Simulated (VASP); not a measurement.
# Cs4Mg3P4O16 (a cell with a defect) in VASP: notebook, part 2 of 2

VASP 6.6.1. Earlier steps stand in the parts before.

**3. Single point, r2SCAN**

Input file POSCAR:

```
Cs4Mg3P4O16
1.0
    8.9327000000      0.0000000000      0.0000000000
    0.0000000000      5.5277000000      0.0000000000
    0.0000000000      0.0000000000      9.6487000000
Cs Mg P O
4 3 4 16
Direct
    0.5147603748      0.2667474718      0.6955652057
    0.0069743750      0.8364419198      0.2186097609
    1.0242703774      0.1802015305      0.8234373543
    0.4734066967      0.7454637553      0.2800273612
    0.1673066374      0.7270655064      0.5890741758
    0.8340927155      0.3217794019      0.4359032823
    0.6812162056      0.7399099083      0.9099153254
    0.2131494397      0.2396656837      0.4245131468
    0.2910878010      0.7636810970      0.9088063677
    0.7121251133      0.2861588002      0.0864468789
    0.8008440897      0.7759104148      0.5893850985
    0.2887928622      0.2371691662      0.2792396903
    0.1769229908      0.7498055249      0.7942935318
    0.7404480168      0.2653906688      0.2398768746
    0.7599270098      0.7068581869      0.7363789941
    0.2503386434      0.0201168660      0.5151574824
    0.2783704815      0.9902491090      0.9971809674
    0.8434739776      0.4639723574      0.0247805404
    0.6958142555      0.6148307614      0.4991656907
    0.7807829660      1.0353673318      0.5382486760
    0.7437169053      0.0346256128      0.0152766694
    0.2667502547      0.5423593900      0.9995854364
    0.2633358335      0.4769976663      0.4979323639
    0.0432120188      0.2194945457      0.4082726170
    0.4527186629      0.7378656584      0.8543741644
    0.5846944373      0.4153264468      0.0238477722
    0.9572357742      0.6693380610      0.5561889166
```

Input file INCAR.step1:

```
SYSTEM = Cs4Mg3P4O16
PREC = Accurate
ENCUT = 520
ISMEAR = -1
SIGMA = 0.05
LREAL = Auto
LASPH = .TRUE.
NELM = 100
NBANDS = 98
GGA = PE
ALGO = Normal
EDIFF = 1E-4
LWAVE = .TRUE.
LCHARG = .FALSE.
```

Input file INCAR.step2:

```
SYSTEM = Cs4Mg3P4O16
PREC = Accurate
ENCUT = 520
EDIFF = 1E-6
ISMEAR = -1
SIGMA = 0.05
LREAL = Auto
LASPH = .TRUE.
NELM = 100
ALGO = Normal
ISIF = 2
LWAVE = .FALSE.
LCHARG = .TRUE.
METAGGA = R2SCAN
LMIXTAU = .TRUE.
LELF = .TRUE.
LVHAR = .TRUE.
NBANDS = 98
ISTART = 1
```

Input file KPOINTS:

```
Automatic mesh
0
G
  1 2 1
  0 0 0
```

Potentials or basis: VASP PAW PBE potentials, release 64 (Cs_sv, Mg, P, O).

Launch:

```console
$ cat potpaw_PBE.64/Cs_sv/POTCAR potpaw_PBE.64/Mg/POTCAR potpaw_PBE.64/P/POTCAR potpaw_PBE.64/O/POTCAR > POTCAR
$ cp INCAR.step1 INCAR
$ mpirun -np 1 vasp_std > vasp.out
$ cp INCAR.step2 INCAR
$ mpirun -np 1 vasp_std > vasp.out
```

Run time: 7.7 min. Hardware: 1 thread of Intel Xeon 6975P-C (Granite Rapids), shared host; peak memory 0.54 GiB.

It converged, with:

```yaml
Free_energy: -308.9310 eV
Pressure: -0.2 GPa
Largest_force: 5.807 eV/Å
Band_gap_on_the_k_mesh: 0.02 eV
```

Forces in eV/Å, atoms in the order of the input:
```
Cs  -0.194 -0.044  0.164
Cs   0.061 -0.466 -0.559
Cs  -0.418  1.097  0.097
Cs  -0.120  0.007 -0.221
Mg  -0.312  0.592  0.646
Mg  -0.283  0.569 -0.435
Mg  -0.914 -0.409  1.962
P    0.390  0.603 -1.275
P    1.993 -0.522  1.053
P    5.457 -0.738 -1.845
P   -1.021 -2.165 -2.459
O   -0.551 -0.379  1.713
O   -0.432 -0.125 -1.919
O   -0.525  0.086  1.134
O    0.586  1.266  0.243
O    0.918 -0.133  0.249
O   -0.466 -0.043 -0.116
O   -1.309 -0.430  0.487
O    0.529 -0.698 -0.464
O    0.178  0.036  1.364
O   -0.883  0.151  0.385
O   -0.405 -0.523  0.888
O    0.018 -1.288 -0.243
O   -0.725  1.147 -0.129
O    0.509  0.691 -0.552
O   -2.396  1.198 -0.294
O    0.317  0.521  0.128
```

Stress tensor (GPa, compression positive):
```
 0.53 -1.82  0.03
-1.82 -1.40  0.12
 0.03  0.12  0.23
```

Levels at points of the mesh, in eV from the valence-band top:
| k point | band 76 | band 77 | band 78 | band 79 | band 80 | band 81 | band 82 | band 83 |
| --- | --- | --- | --- | --- | --- | --- | --- | --- |
| (0.00, 0.00, 0.00) | -0.17 | -0.13 | -0.11 | 0.00 | 0.07 | 5.13 | 6.75 | 6.80 |
| (0.00, 0.50, 0.00) | -0.34 | -0.23 | -0.21 | -0.06 | 0.02 | 6.65 | 6.71 | 7.00 |

Caveat: the k points lie up to 0.70 Å⁻¹ apart; the atoms stand as in a frame of molecular dynamics; semilocal functionals underestimate gaps, and a narrow one can read as zero; the PAW data sets were made with another functional, which shifts forces and pressure a little; spin-orbit coupling is left out, which moves the levels of the heavy elements.

**4. Single point, r2SCAN**

Input file POSCAR:

```
Cs4Mg3P4O16
1.0
    8.9327000000      0.0000000000      0.0000000000
    0.0000000000      5.5277000000      0.0000000000
    0.0000000000      0.0000000000      9.6487000000
Cs Mg P O
4 3 4 16
Direct
    0.5178501461      0.2630207862      0.6881030605
   -0.0147995567      0.8573547769      0.2172624291
    1.0220426075      0.1786638204      0.8283913895
    0.4764069094      0.7344103334      0.2680672008
    0.1653139588      0.7690540369      0.5735176760
    0.8271295353      0.3223583045      0.4395514422
    0.6576287125      0.7200101308      0.9423238364
    0.2268630985      0.2520939993      0.4193621939
    0.3009392457      0.7235740000      0.9161130515
    0.7269246700      0.2893970367      0.0921782209
    0.7972953306      0.7597192322      0.5882865049
    0.3082382706      0.2132532518      0.2821934561
    0.1964355682      0.6863071440      0.7945422699
    0.7416010837      0.2565624039      0.2443852540
    0.7650654337      0.7057184724      0.7422243411
    0.2814714476      0.0413553558      0.5115715070
    0.2667726443      0.9508837310      0.9998238105
    0.8476272572      0.4977296163      0.0387616985
    0.7015907844      0.6244188360      0.4726854395
    0.7922576601      1.0352949690      0.5802439707
    0.7337087331      0.0284385911      0.0226973582
    0.2886361347      0.5295873510      1.0311026356
    0.2785831831      0.4904571522      0.5006581197
    0.0533433340      0.2788501547      0.4040855245
    0.4524275975      0.7633373736      0.8481453460
    0.5926987361      0.4157606238      0.0430524319
    0.9568775398      0.6676918067      0.5509032305
```

Input file INCAR.step1:

```
ALGO = Normal
EDIFF = 1E-4
ENCUT = 520
GGA = PE
ISMEAR = -1
LASPH = T
LCHARG = F
LREAL = Auto
LWAVE = T
NBANDS = 98
NELM = 100
PREC = Accurate
SIGMA = 0.05
```

Input file INCAR.step2:

```
ALGO = Normal
EDIFF = 1E-7
ENCUT = 520
ISIF = 2
ISMEAR = -1
ISTART = 1
LASPH = T
LCHARG = F
LMIXTAU = T
LREAL = Auto
LWAVE = F
METAGGA = R2SCAN
NBANDS = 98
NELM = 100
PREC = Accurate
SIGMA = 0.05
```

Input file KPOINTS:

```
k-points
0
Gamma
  1 2 1
```

Launch:

```console
$ cat potpaw_PBE.64/Cs_sv/POTCAR potpaw_PBE.64/Mg/POTCAR potpaw_PBE.64/P/POTCAR potpaw_PBE.64/O/POTCAR > POTCAR
$ cp INCAR.step1 INCAR
$ mpirun -np 1 vasp_std > vasp.out
$ cp INCAR.step2 INCAR
$ mpirun -np 1 vasp_std > vasp.out
```

Wall time 7.8 min (1 thread of Intel Xeon 6975P-C (Granite Rapids), shared host); peak memory 0.56 GiB.

Results (log left out):

| Item | Value |
| --- | --- |
| Free energy | -308.2585 eV |
| Pressure | -1.9 GPa |
| Largest force | 3.924 eV/Å |
| Band gap on the k mesh | 0.01 eV |

Forces in eV/Å, atoms in the order of the input:
```
Cs  -0.206  0.085  0.472
Cs   0.462 -0.429 -0.216
Cs  -0.187  0.510  0.029
Cs  -0.291  0.209  0.112
Mg   0.417 -1.561  1.112
Mg   0.593 -0.233 -0.324
Mg   0.748  0.173 -1.156
P    0.009  2.309  0.399
P    0.026  0.109 -0.029
P    3.337 -0.809 -1.899
P    0.102 -0.344  0.489
O   -0.666  0.545  0.567
O   -1.338 -0.083 -1.303
O    0.528 -0.123  2.434
O   -0.684 -0.721 -0.386
O   -1.234 -0.529  0.493
O   -0.608  0.415  0.582
O   -1.331 -2.472  0.390
O    0.774  0.227  1.971
O   -0.082  1.448 -1.716
O    0.367  1.519  0.424
O   -0.107  0.297 -0.935
O   -0.503 -1.072 -1.185
O    0.701 -0.999  0.001
O    2.010 -0.412  0.672
O   -3.130  1.654 -1.183
O    0.293  0.285  0.184
```

Stress tensor (GPa, compression positive):
```
 0.22 -2.34 -0.07
-2.34 -3.59  0.00
-0.07  0.00 -2.32
```

Levels at points of the mesh, in eV from the valence-band top:
| k point | band 76 | band 77 | band 78 | band 79 | band 80 | band 81 | band 82 | band 83 |
| --- | --- | --- | --- | --- | --- | --- | --- | --- |
| (0.00, 0.00, 0.00) | -0.19 | -0.12 | -0.06 | 0.00 | 0.13 | 5.13 | 6.82 | 6.92 |
| (0.00, 0.50, 0.00) | -0.23 | -0.20 | -0.12 | -0.07 | 0.01 | 6.50 | 6.91 | 7.07 |

Caveat: the k points lie up to 0.70 Å⁻¹ apart; the smearing spreads over this small gap; the atoms stand as in a frame of molecular dynamics; semilocal functionals underestimate gaps, and a narrow one can read as zero; the PAW data sets were made with another functional, which shifts forces and pressure a little; spin-orbit coupling is left out, which moves the levels of the heavy elements.

**5. The runs side by side**

| cell | gap on the mesh (eV) | pressure (GPa) | largest force (eV/Å) |
| --- | --- | --- | --- |
| as given, atomic positions A | none | 0.5 | 4.00 |
| as given, atomic positions B | 0.02 | -0.2 | 5.81 |
| as given, atomic positions C | 0.01 | -1.9 | 3.92 |

Alike in all rows: task single point; level r2SCAN; potentials or basis VASP PAW PBE potentials, release 64 (Cs_sv, Mg, P, O); no spin polarisation; k mesh 1 × 2 × 1; cutoff (eV) 520; smearing fermi-dirac 0.05 eV.

Caveats: all runs use coarse meshes; the atoms stand as in a frame of molecular dynamics; the PAW data sets were made with another functional, which shifts forces and pressure a little; spin-orbit coupling is left out, which moves the levels of the heavy elements; semilocal functionals underestimate gaps, and a narrow one can read as zero (at least some runs); the smearing spreads over this small gap (at least some runs).

Absolute energies hang on the potentials; compare differences alone.
